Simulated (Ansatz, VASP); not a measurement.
**Two plane-wave programs on Be**

```
Be
1.0
    -1.25312    1.25312    1.21553
     1.25312   -1.25312    1.21553
     1.25312    1.25312   -1.21553
Be
1
Direct
  0.00000 0.00000 0.00000
```

Change from the starting cell: strain +0.000 along x and y, -0.030 along z, atoms carried along.

Alike in both runs: task single point; functional PBEsol; k mesh 26 × 26 × 26; occupations gaussian, width 0.15 eV; no spin polarisation.

|  | VASP | Ansatz |
| --- | --- | --- |
| version | VASP 6.6.1 | Ansatz 0.2.0 |
| potentials or method | VASP PAW PBE potentials, release 64 (Be), cutoff 520 eV | scalar-relativistic, plane waves, PAW |
| valence electrons in the cell | 2 | 2 |

```csv
,VASP,Ansatz,Ansatz less VASP
gap on the k mesh at the Fermi level (eV),none,none,-
pressure (GPa),2.3,1.9,-0.39
"traceless stress, the component that is largest in VASP (GPa)",2.06,2.05,-0.010
```

VASP's potentials were made for PBE, not for PBEsol. A gap of «none» marks a metal or a gap that the smearing closes.
